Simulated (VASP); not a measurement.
# Zn4SeS3: single point with PBE

Zn4SeS3:

```
Zn Se S
1.0
     3.93490    0.00000    0.00000
    -1.96745    3.40772    0.00000
     0.00000    0.00000   12.90662
Zn Se S
4 1 3
Direct
  0.66667 0.33333 0.99999
  0.66667 0.33333 0.51115
  0.00000 0.00000 0.24440
  0.00000 0.00000 0.75514
  0.00000 0.00000 0.43885
  0.66667 0.33333 0.18501
  0.66667 0.33333 0.69533
  0.00000 0.00000 0.94013
```

- Program: VASP 6.6.1
- Task: single point
- Functional: PBE
- Potentials or basis: VASP PAW PBE potentials, release 64 (Zn, Se, S)
- Cutoff: 520 eV
- k mesh: 12 × 12 × 2
- Occupations: gaussian, width 0.02 eV
- Spin: no spin polarisation

| Item | Value |
| --- | --- |
| Pressure | -1.7 GPa |
| Largest force | 0.007 eV/Å |
| Band gap on the k mesh | 1.40 eV |

Forces in eV/Å, atoms in the order of the input:
```
Zn   0.000  0.000  0.001
Zn   0.000  0.000 -0.005
Zn   0.000  0.000 -0.005
Zn   0.000  0.000  0.003
Se   0.000  0.000  0.001
S    0.000  0.000  0.000
S    0.000  0.000  0.007
S    0.000  0.000 -0.001
```

Levels at points of the mesh, in eV from the valence-band top:
| k point | band 32 | band 33 | band 34 | band 35 | band 36 | band 37 | band 38 | band 39 | band 40 | band 41 |
| --- | --- | --- | --- | --- | --- | --- | --- | --- | --- | --- |
| (0.00, 0.00, 0.00) | -0.68 | -0.68 | -0.39 | 0.00 | 0.00 | 1.40 | 2.44 | 2.76 | 3.12 | 5.86 |
| (0.50, 0.00, 0.00) | -1.89 | -1.88 | -1.65 | -1.64 | -0.96 | 3.03 | 3.06 | 3.25 | 3.61 | 4.70 |
| (0.00, 0.00, 0.50) | -1.00 | -0.62 | -0.62 | -0.01 | -0.01 | 2.27 | 2.33 | 2.49 | 2.92 | 5.69 |
| (0.50, 0.00, 0.50) | -2.10 | -1.66 | -1.48 | -1.46 | -1.02 | 2.95 | 2.96 | 3.27 | 3.45 | 5.16 |

Wall time 4.9 min on 1 thread of Intel(R) Xeon(R) Platinum 8259CL CPU @ 2.50GHz (Skylake/Cascade Lake), on a shared host, peak memory 0.44 GiB.

A k mesh can miss the band edges.
